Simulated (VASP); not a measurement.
# Pd (P6_3/mmc) in VASP: further runs

Runs on Pd. Level: PBE. Tasks: single point.

All numbers are computed with VASP 6.6.1; they aren't measurements. Logs are shortened: lines on timing, memory, paths and dates and some standing lists are left out, and cuts for length are marked.

## Step 1: The cell of the first run

The structure is hexagonal, space group P6_3/mmc (No. 194). Conventional cell: a = 2.495 Å, b = 2.495 Å, c = 4.149 Å, α = 90.00°, β = 90.00°, γ = 120.00°. Pd (site symmetry -6m2) has 12 Pd at 2.49 to 2.53 Å within 3.3 Å.

This isn't the form of Pd at room conditions, which is fcc.

## Step 2: Single point, PBE (11.18 Å³/atom)

Contents of INCAR:

```
SYSTEM = Pd
PREC     = Accurate       ! precision mode
ENCUT    = 520            ! plane-wave cutoff, eV
EDIFF    = 1E-6           ! SCF threshold, eV
ISMEAR   = -1             ! smearing method
SIGMA    = 0.05           ! smearing width, eV
LREAL    = .FALSE.        ! projectors in reciprocal space
LASPH    = .TRUE.         ! aspherical terms in the spheres
NELM     = 100            ! most SCF steps
ALGO     = Normal         ! electronic algorithm
ISIF     = 2              ! what is computed and relaxed
LWAVE    = .FALSE.        ! write WAVECAR
LCHARG   = .TRUE.         ! write CHGCAR
GGA      = PE             ! functional
LELF     = .TRUE.         ! ELF
LVHAR    = .TRUE.       
NBANDS   = 17             ! bands
```

Contents of KPOINTS:

```
Automatic mesh
0
G
  14 14 7
  0 0 0
```

Contents of POSCAR:

```
Pd
1.0
    2.4949459498      0.0000000000      0.0000000000
   -1.2474729749      2.1606865736      0.0000000000
    0.0000000000      0.0000000000      4.1487886123
Pd
2
Direct
    0.6666666667      0.3333333333      0.7500000000
    0.3333333333      0.6666666667      0.2500000000
```

Potentials or basis: VASP PAW PBE potentials, release 64 (Pd).

Started as:

```console
cat potpaw_PBE.64/Pd/POTCAR > POTCAR
mpirun -np 1 vasp_std > vasp.out
```

OUTCAR:

```text
SYSTEM = Pd
   PREC = Accurate
   ENCUT = 520
   EDIFF = 1E-6
   ISMEAR = -1
   LREAL = .FALSE.
   LASPH = .TRUE.
   NELM = 100
   ISIF = 2
   GGA = PE

 ion  position               nearest neighbor table
   1  0.667  0.333  0.750-   2 2.53   2 2.53   2 2.53   2 2.53   2 2.53   2 2.53
   2  0.333  0.667  0.250-   1 2.53   1 2.53   1 2.53   1 2.53   1 2.53   1 2.53

  LATTYP: Found a hexagonal cell.
 ALAT       =     2.4949459498
 C/A-ratio  =     1.6628771508

  Lattice vectors:

 A1 = (   2.4949459498,   0.0000000000,   0.0000000000)
 A2 = (  -1.2474729749,   2.1606865736,   0.0000000000)
 A3 = (   0.0000000000,   0.0000000000,   4.1487886123)

Analysis of symmetry for initial positions (statically):
=====================================================================
 Subroutine PRICEL returns:
 Original cell was already a primitive cell.

 Routine SETGRP: Setting up the symmetry group for a
 hexagonal supercell.

 Subroutine GETGRP returns: Found 24 space group operations
 (whereof 12 operations were pure point group operations)
 out of a pool of 24 trial point group operations.

The static configuration has the point symmetry D_3d.
 The point group associated with its full space group is D_6h.

Analysis of symmetry for dynamics (positions and initial velocities):
=====================================================================
 Subroutine PRICEL returns:
 Original cell was already a primitive cell.

 Routine SETGRP: Setting up the symmetry group for a
 hexagonal supercell.

 Subroutine GETGRP returns: Found 24 space group operations
 (whereof 12 operations were pure point group operations)
 out of a pool of 24 trial point group operations.

The dynamic configuration has the point symmetry D_3d.
 The point group associated with its full space group is D_6h.

 Subroutine INISYM returns: Found 24 space group operations
 (whereof 12 operations are pure point group operations),
 and found     1 'primitive' translations

----------------------------------------------------------------------------------------

                                     Primitive cell

  volume of cell :      22.3653

  direct lattice vectors                    reciprocal lattice vectors
     2.494945950  0.000000000  0.000000000     0.400810286  0.231407927  0.000000000
    -1.247472975  2.160686574  0.000000000     0.000000000  0.462815853  0.000000000
     0.000000000  0.000000000  4.148788612     0.000000000  0.000000000  0.241034213

  length of vectors
     2.494945950  2.494945950  4.148788612     0.462815853  0.462815853  0.241034213

  position of ions in fractional coordinates (direct lattice)
     0.666666667  0.333333333  0.750000000
     0.333333333  0.666666667  0.250000000

  ion indices of the primitive-cell ions
   primitive index   ion index
                 1           1
                 2           2

----------------------------------------------------------------------------------------

 KPOINTS: Automatic mesh

Automatic generation of k-mesh.
 Grid dimensions read from file:
 generate k-points for:   14   14    7

 Generating k-lattice:

  Cartesian coordinates                     Fractional coordinates (reciprocal lattice)
     0.028629306  0.016529138  0.000000000     0.071428571  0.000000000  0.000000000
     0.000000000  0.033058275  0.000000000     0.000000000  0.071428571  0.000000000
     0.000000000  0.000000000  0.034433459     0.000000000  0.000000000  0.142857143

  Length of vectors
     0.033058275  0.033058275  0.034433459

  Shift w.r.t. Gamma in fractional coordinates (k-lattice)
     0.000000000  0.000000000  0.000000000

 Subroutine IBZKPT returns following result:
 ===========================================

 Found     96 irreducible k-points:

 Following reciprocal coordinates:
            Coordinates               Weight
  0.000000  0.000000  0.000000      1.000000
  0.071429 -0.000000  0.000000      6.000000
  0.142857  0.000000  0.000000      6.000000
  0.214286 -0.000000  0.000000      6.000000
  0.285714 -0.000000  0.000000      6.000000
  0.357143  0.000000  0.000000      6.000000
[... 16 lines left out ...]
  0.285714  0.285714  0.000000      6.000000
  0.357143  0.285714  0.000000      6.000000
 [... further k-points ...]
   k-points           NKPTS =     96   k-points in BZ     NKDIM =     96   number of bands    NBANDS=     17
   number of dos      NEDOS =    301   number of ions     NIONS =      2
   total plane-waves  NPLWV =  12800
   dimension x,y,z NGX =    20 NGY =   20 NGZ =   32
   dimension x,y,z NGXF=    40 NGYF=   40 NGZF=   64
   ions per type =               2
   NGX,Y,Z   is equivalent  to a cutoff of  13.33, 13.33, 12.82 a.u.
   NGXF,Y,Z  is equivalent  to a cutoff of  26.65, 26.65, 25.65 a.u.
 SYSTEM =  Pd
   PREC   = accura    normal or accurate (medium, high low for compatibility)
   ISTART =      0    job   : 0-new  1-cont  2-samecut
   ICHARG =      2    charge: 1-file 2-atom 10-const
   ISPIN  =      1    spin polarized calculation?
   LNONCOLLINEAR =      F non collinear calculations
   LSORBIT =      F    spin-orbit coupling
   LASPH  =      T    aspherical Exc in radial PAW
   ENCUT  =  520.0 eV  38.22 Ry    6.18 a.u.   4.64  4.64  7.71*2*pi/ulx,y,z
   NELM   =    100;   NELMIN=  2; NELMDL= -5     # of ELM steps
   EDIFF  = 0.1E-05   stopping-criterion for ELM
   LREAL  =      F    real-space projection
   EDIFFG = 0.1E-04   stopping-criterion for IOM
   NSW    =      0    number of steps for IOM
   IBRION =     -1    ionic relax: 0-MD 1-quasi-New 2-CG
   NFREE  =      0    steps in history (QN), initial steepest desc. (CG)
   ISIF   =      2    stress and relaxation
   ISYM   =      2    0-nonsym 1-usesym 2-fastsym
   POTIM  = 0.5000    time-step for ionic-motion
   TEBEG  =    0.0;   TEEND  =   0.0 temperature during run
   PSTRESS=    0.0 pullay stress
   NELECT =      20.0000    total number of electrons
   NUPDOWN=      -1.0000    fix difference up-down
   EMIN   =  10.00;   EMAX   =-10.00  energy-range for DOS
   EFERMI =   0.00;   METHOD = LEGACY
   ISMEAR =    -1;   SIGMA  =   0.05  broadening in eV -4-tet -1-fermi 0-gaus
   EFERMI_NEDOS =   21; number of points for ismear=-14 and -15
   IALGO  =     38    algorithm
   IMIX   =      4    mixing-type and parameters
     AMIX     =   0.40;   BMIX     =  1.00
     AMIX_MAG =   1.60;   BMIX_MAG =  1.00
  volume/ion in A,a.u.               =      11.18        75.46
  Fermi-wavevector in a.u.,A,eV,Ry     =   1.577224  2.980521 33.846343  2.487636
  Thomas-Fermi vector in A             =   2.677939
   LORBIT       =      0    0 simple, 1 ext, 2 COOP (PROOUT), +10 PAW based schemes
   GGA     = PE    functional components
   LHFCALC =     F    Hartree Fock is set to
   AEXX    =    0.0000 exact exchange contribution
   IVDW    =     0    specifies the selected vdW correction
   LEPSILON=     F    determine dielectric tensor
   LRPA    =     F    only Hartree local field effects (RPA)
 non-spin polarized calculation
  energy-cutoff  :      520.00
  volume of cell :       22.37
 maximum number of plane-waves:       616
 NGX is ok and might be reduce to    20
   NGX =  9   NGY =  9   NGZ = 15

 number of electron      20.0000006 magnetization

 Free energy of the ion-electron system (eV)
  ---------------------------------------------------
  ext. energy  EPLUGINS =         0.00000000
  ---------------------------------------------------
  free energy    TOTEN  =        -8.04270836 eV

  energy without entropy =       -8.01431233  energy(sigma->0) =       -8.02851034

 E-fermi :  15.3076     XC(G=0): -14.9857

 val. band max:       15.3030869408   @ k =   0.4286   0.0714   0.0000
 cond. band min:      15.3093737447   @ k =   0.2857  -0.0000   0.0000
 fundamental gap:      0.0062868039
 Fermi energy:        15.3076103104

 k-point     1 :       0.0000    0.0000    0.0000
  band No.  band energies     occupation
      1       5.7785      2.00000
      2       7.3910      2.00000
      3      10.6959      2.00000
      4      10.9855      2.00000
      5      10.9855      2.00000
      6      11.5642      2.00000
[... 9 lines left out ...]
     16      35.4005      0.00000
     17      40.6875      0.00000

 k-point     2 :       0.0714   -0.0000    0.0000
  band No.  band energies     occupation
      1       5.9949      2.00000
      2       7.5578      2.00000
      3      10.5118      2.00000
      4      11.1310      2.00000
      5      11.1561      2.00000
      6      11.4739      2.00000
[... 9 lines left out ...]
     16      35.6918      0.00000
     17      39.4400      0.00000

 k-point     3 :       0.1429    0.0000    0.0000
  band No.  band energies     occupation
      1       6.5966      2.00000
      2       7.9729      2.00000
      3      10.1635      2.00000
      4      11.1481      2.00000
      5      11.5257      2.00000
      6      11.6087      2.00000
[... 9 lines left out ...]
     16      36.0591      0.00000
     17      37.2081      0.00000

 k-point     4 :       0.2143   -0.0000    0.0000
  band No.  band energies     occupation
      1       7.3971      2.00000
      2       8.2912      2.00000
      3      10.0344      2.00000
      4      10.3570      2.00000
      5      10.9457      2.00000
      6      11.8511      2.00000
[... 9 lines left out ...]
     16      35.8849      0.00000
     17      36.4462      0.00000

 k-point     5 :       0.2857   -0.0000    0.0000
  band No.  band energies     occupation
      1       7.8791      2.00000
      2       8.2548      2.00000
      3       9.3426      2.00000
      4      10.5037      2.00000
      5      11.0580      2.00000
      6      11.4925      2.00000
[... 9 lines left out ...]
     16      33.8242      0.00000
     17      36.6575      0.00000

 k-point     6 :       0.3571    0.0000    0.0000
  band No.  band energies     occupation
      1       7.6328      2.00000
      2       8.2850      2.00000
      3       8.5827      2.00000
      4      11.2018      2.00000
      5      11.2766      2.00000
      6      11.5347      2.00000
[... 9 lines left out ...]
     16      32.0274      0.00000
     17      35.1627      0.00000

 k-point     7 :       0.4286   -0.0000    0.0000
  band No.  band energies     occupation
      1       7.3653      2.00000
      2       8.1144      2.00000
      3       8.2031      2.00000
      4      11.0144      2.00000
      5      11.3993      2.00000
      6      11.7746      2.00000
[... 9 lines left out ...]
     16      30.9788      0.00000
     17      32.7178      0.00000

 k-point     8 :       0.5000    0.0000    0.0000
  band No.  band energies     occupation
      1       7.2664      2.00000
      2       7.9563      2.00000
      3       8.1562      2.00000
      4      10.9498      2.00000
      5      11.3292      2.00000
      6      11.9377      2.00000
[... 9 lines left out ...]
     16      30.5364      0.00000
     17      31.5090      0.00000
[... 203 lines left out ...]
      1       7.8892      2.00000
      2       8.0253      2.00000
      3       8.7004      2.00000
      4      10.7440      2.00000
      5      11.2243      2.00000
      6      11.5709      2.00000
[... 9 lines left out ...]
     16      31.1528      0.00000
     17      31.8102      0.00000

 k-point    20 :       0.2143    0.2143    0.0000
  band No.  band energies     occupation
      1       8.6859      2.00000
      2       8.8607      2.00000
      3       9.0975      2.00000
      4       9.6679      2.00000
      5      10.5849      2.00000
      6      11.4600      2.00000
[... 9 lines left out ...]
     16      32.8026      0.00000
     17      35.6935      0.00000

 k-point    21 :       0.2857    0.2143    0.0000
  band No.  band energies     occupation
      1       8.3001      2.00000
      2       8.7188      2.00000
      3       9.1545      2.00000
      4      10.3363      2.00000
      5      10.5118      2.00000
      6      11.4771      2.00000
[... 9 lines left out ...]
     16      32.2861      0.00000
     17      34.2653      0.00000

 k-point    22 :       0.3571    0.2143    0.0000
  band No.  band energies     occupation
      1       8.0944      2.00000
      2       8.5739      2.00000
      3       9.1706      2.00000
      4      10.5941      2.00000
      5      10.7982      2.00000
      6      11.1408      2.00000
[... 9 lines left out ...]
     16      31.7677      0.00000
     17      32.3864      0.00000

 k-point    23 :       0.2857    0.2857    0.0000
  band No.  band energies     occupation
      1       8.1347      2.00000
      2       9.1264      2.00000
      3       9.3596      2.00000
      4      10.2521      2.00000
      5      10.5197      2.00000
      6      11.1186      2.00000
[... 9 lines left out ...]
     16      32.2172      0.00000
     17      33.3797      0.00000

 k-point    24 :       0.3571    0.2857    0.0000
  band No.  band energies     occupation
      1       8.0779      2.00000
      2       9.2507      2.00000
      3       9.4677      2.00000
      4      10.2153      2.00000
      5      10.6345      2.00000
      6      10.8770      2.00000
[... 9 lines left out ...]
     16      31.9371      0.00000
     17      32.2684      0.00000

 [... further k-points ...]
[... 5 lines left out ...]
  --------------------------------------------------------------------------------------
  -------------------------------------------------------------------------------------
  Total       17.4100758     17.4100758     17.4518220     -0.0000000      0.0000000      0.0000000
  in kB     1247.2026390   1247.2026390   1250.1932053     -0.0000000      0.0000000      0.0000000
  external PRESSURE =    1248.1994945 kB  Pullay stress =       0.0000000 kB

 VOLUME and BASIS-vectors are now :
 -----------------------------------------------------------------------------
  energy-cutoff  :      520.00
  volume of cell :       22.37
      direct lattice vectors                 reciprocal lattice vectors
     2.494945950  0.000000000  0.000000000     0.400810286  0.231407927  0.000000000
    -1.247472975  2.160686574  0.000000000     0.000000000  0.462815853  0.000000000
     0.000000000  0.000000000  4.148788612     0.000000000  0.000000000  0.241034213

 POSITION                                       TOTAL-FORCE (eV/Angst)
 -----------------------------------------------------------------------------------
      1.24747      0.72023      3.11159         0.000000      0.000000      0.000000
     -0.00000      1.44046      1.03720        -0.000000     -0.000000      0.000000
 -----------------------------------------------------------------------------------
    total drift:                               -0.000000      0.000000     -0.000000

  FREE ENERGIE OF THE ION-ELECTRON SYSTEM (eV)
  ---------------------------------------------------
  free  energy   TOTEN  =        -8.0427083552 eV

  energy  without entropy=       -8.0143123347  energy(sigma->0) =       -8.02851034
```

It took 23 s on 1 thread of Intel Xeon 8259CL, shared host; peak memory 0.16 GiB.

Results:

```
Free energy            : -8.0427 eV
Pressure               : 124.8 GPa
Band gap on the k mesh : zero (bands 10 and 11 overlap by 1.30 eV)
```

Caveat: the cell stands under pressure.

## Step 3: Single point, PBE (11.18 Å³/atom)

Contents of INCAR:

```
PREC     = Accurate       # precision mode
ENCUT    = 520            # plane-wave cutoff, eV
EDIFF    = 1E-6           # SCF threshold, eV
ISMEAR   = -1             # smearing method
SIGMA    = 0.05           # smearing width, eV
LREAL    = False          # projectors in reciprocal space
LASPH    = True           # aspherical terms in the spheres
NELM     = 60             # most SCF steps
ALGO     = Normal         # electronic algorithm
ISIF     = 2              # what is computed and relaxed
LWAVE    = False          # write WAVECAR
LCHARG   = False          # write CHGCAR
GGA      = PE             # functional
NBANDS   = 17             # bands
```

Contents of KPOINTS:

```
Automatic mesh
0
Gamma
  14 14 7
```

POSCAR is that of step 2.

Potentials or basis: VASP PAW PBE potentials, release 64 (Pd).

Started as:

```console
cat potpaw_PBE.64/Pd/POTCAR > POTCAR
mpirun -np 1 vasp_std > vasp.out
```

Run time: 23 s. Hardware: 1 thread of Intel Xeon 8259CL, shared host; peak memory 0.15 GiB.

It converged, with:

| Quantity | Value |
| --- | --- |
| Free energy | -8.0427 eV |
| Pressure | 124.8 GPa |
| Band gap on the k mesh | zero (bands 10 and 11 overlap by 1.30 eV) |

Stress tensor (GPa, compression positive):
```
124.72   0.00   0.00
  0.00 124.72   0.00
  0.00   0.00 125.02
```

Levels at points of the mesh, in eV from the Fermi level:
| k point | band 7 | band 8 | band 9 | band 10 | band 11 | band 12 | band 13 | band 14 |
| --- | --- | --- | --- | --- | --- | --- | --- | --- |
| (0.00, 0.00, 0.00) | -3.74 | -2.67 | -2.67 | -0.41 | -0.41 | 0.20 | 9.59 | 16.99 |
| (0.50, 0.00, 0.00) | -2.90 | 0.05 | 0.09 | 0.37 | 3.25 | 5.87 | 11.75 | 11.91 |

Caveat: the cell stands under pressure.

## Step 4: Single point, PBE

Contents of INCAR:

```
PREC = Accurate ; ENCUT = 520
EDIFF = 1E-6 ; ISMEAR = -5
SIGMA = 0.1 ; LREAL = False
LASPH = True ; NELM = 60
ALGO = Normal ; ISIF = 2
LWAVE = False ; LCHARG = False
GGA = PE ; NBANDS = 17
```

KPOINTS is that of step 3.

POSCAR is that of step 3.

Potentials or basis: VASP PAW PBE potentials, release 64 (Pd).

Started as:

```console
cat potpaw_PBE.64/Pd/POTCAR > POTCAR
mpirun -np 1 vasp_std > vasp.out
```

OUTCAR:

```text
PREC = Accurate
   ENCUT = 520
   EDIFF = 1E-6
   ISMEAR = -5
   LREAL = False
   LASPH = True
   NELM = 60
   ISIF = 2
   GGA = PE

 ion  position               nearest neighbor table
   1  0.667  0.333  0.750-   2 2.53   2 2.53   2 2.53   2 2.53   2 2.53   2 2.53
   2  0.333  0.667  0.250-   1 2.53   1 2.53   1 2.53   1 2.53   1 2.53   1 2.53

  LATTYP: Found a hexagonal cell.
 ALAT       =     2.4949459498
 C/A-ratio  =     1.6628771508

  Lattice vectors:

 A1 = (   2.4949459498,   0.0000000000,   0.0000000000)
[... 654 lines left out ...]
      4      10.2191      2.00000
      5      10.6351      2.00000
      6      10.8776      2.00000
[... 9 lines left out ...]
     16      31.9366      0.00000
     17      32.2718      0.00000

 [... further k-points ...]
[... 5 lines left out ...]
  --------------------------------------------------------------------------------------
  -------------------------------------------------------------------------------------
  Total       17.4108313     17.4108313     17.4143018      0.0000000      0.0000000      0.0000000
  in kB     1247.2567652   1247.2567652   1247.5053776      0.0000000      0.0000000      0.0000000
  external PRESSURE =    1247.3396360 kB  Pullay stress =       0.0000000 kB

 VOLUME and BASIS-vectors are now :
 -----------------------------------------------------------------------------
  energy-cutoff  :      520.00
  volume of cell :       22.37
      direct lattice vectors                 reciprocal lattice vectors
     2.494945950  0.000000000  0.000000000     0.400810286  0.231407927  0.000000000
    -1.247472975  2.160686574  0.000000000     0.000000000  0.462815853  0.000000000
     0.000000000  0.000000000  4.148788612     0.000000000  0.000000000  0.241034213

 POSITION                                       TOTAL-FORCE (eV/Angst)
 -----------------------------------------------------------------------------------
      1.24747      0.72023      3.11159         0.000000     -0.000000      0.000000
     -0.00000      1.44046      1.03720        -0.000000      0.000000      0.000000
 -----------------------------------------------------------------------------------
    total drift:                               -0.000000      0.000000     -0.000000

  FREE ENERGIE OF THE ION-ELECTRON SYSTEM (eV)
  ---------------------------------------------------
  free  energy   TOTEN  =        -8.0332247744 eV

  energy  without entropy=       -8.0332247744  energy(sigma->0) =       -8.03322477
```

Run time: 32 s. Hardware: 1 thread of Intel Xeon 8259CL, shared host; peak memory 0.16 GiB.

What came out:

```
Free energy            : -8.0332 eV
Pressure               : 124.7 GPa
Band gap on the k mesh : zero (bands 10 and 11 overlap by 1.30 eV)
```

Caveat: the cell stands under pressure; tetrahedron occupations give inexact forces and stress in metals.

(Continued in part 2 of 2.)
